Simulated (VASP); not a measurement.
Here is a VASP 6.6.1 calculation.

INCAR

```
SYSTEM = As6H
  PREC = Accurate
  ENCUT = 520
  EDIFF = 1E-6
  ISMEAR = 0
  SIGMA = 0.1
  LREAL = .False.
  LASPH = .True.
  NELM = 80
  ALGO = Normal
  ISIF = 2
  LWAVE = .False.
  LCHARG = .False.
  LDIPOL = .True.
  IDIPOL = 3
  DIPOL = 0.5 0.5 0.480
  GGA = PE
  IVDW = 12
  IBRION = 2
  NSW = 90
  EDIFFG = -0.03
```

The input KPOINTS:

```
regular mesh
0
Gamma
  9 9 1
  0 0 0
```

POSCAR

```
As6H
1.0
    3.7828824949      0.0000000000      0.0000000000
   -1.8914412475      3.2760723401      0.0000000000
    0.0000000000      0.0000000000     27.0246822174
As H
6 1
Selective dynamics
Direct
    0.3333333333      0.6666666667      0.3145272877  F F F
    0.6666666667      0.3333333333      0.3621548853  F F F
    0.0000000000      0.0000000000      0.4391829909  F F F
    0.3333333333      0.6666666667      0.4866983554  T T T
    0.6666666667      0.3333333333      0.5649327863  T T T
    0.0000000000      0.0000000000      0.6132829440  T T T
    0.3333333333      0.6666666667      0.5777598621  T T T
```

Potentials or basis: VASP PAW PBE potentials, release 64 (As, H).

Run with:

```sh
$ cat potpaw_PBE.64/As/POTCAR potpaw_PBE.64/H/POTCAR > POTCAR
$ mpirun -np 1 vasp_std > vasp.out
```

Question: Estimate the dispersion energy per atom.

Answer: -0.312 eV.

Question: What does it give for the energy gained by relaxing?

Answer: 56.4 meV/atom.

Question: What does it give for the band gap on the k mesh?

Answer: Zero (an odd number of electrons rules out a gap without spin polarisation).

Step by step:
```tsv
step	energy change (eV)	largest force on free atoms (eV/Å)	pressure (GPa)
1	0.0000	0.5097	0.12
2	-0.0170	0.2887	0.25
3	-0.0196	0.2891	0.32
4	-0.0254	0.2970	0.32
5	-0.0438	0.3149	0.31
6	-0.0830	0.3263	0.30
7	-0.1583	0.4886	0.26
8	-0.2585	0.9881	0.13
9	-0.0878	1.6069	-0.24
10	-0.2802	1.0849	0.07
11	-0.2897	1.1865	-0.17
12	-0.2961	1.0772	-0.04
13	-0.3005	1.0469	-0.06
14	-0.3125	0.9892	-0.12
15	-0.3307	0.9021	-0.23
16	-0.3365	0.7565	-0.44
17	-0.3397	0.8097	-0.36
18	-0.3455	0.7631	-0.38
19	-0.3604	0.6246	-0.41
20	-0.3799	0.3514	-0.47
21	-0.3788	0.1977	-0.58
22	-0.3861	0.1963	-0.52
23	-0.3875	0.1489	-0.54
24	-0.3897	0.0546	-0.61
25	-0.3897	0.0490	-0.63
26	-0.3900	0.0430	-0.63
27	-0.3907	0.0562	-0.65
28	-0.3916	0.0827	-0.69
29	-0.3920	0.1373	-0.78
30	-0.3921	0.1204	-0.75
31	-0.3923	0.1139	-0.75
32	-0.3929	0.0936	-0.76
33	-0.3937	0.0629	-0.78
34	-0.3946	0.0319	-0.81
35	-0.3946	0.0419	-0.82
36	-0.3948	0.0362	-0.83
37	-0.3950	0.0235	-0.86
```
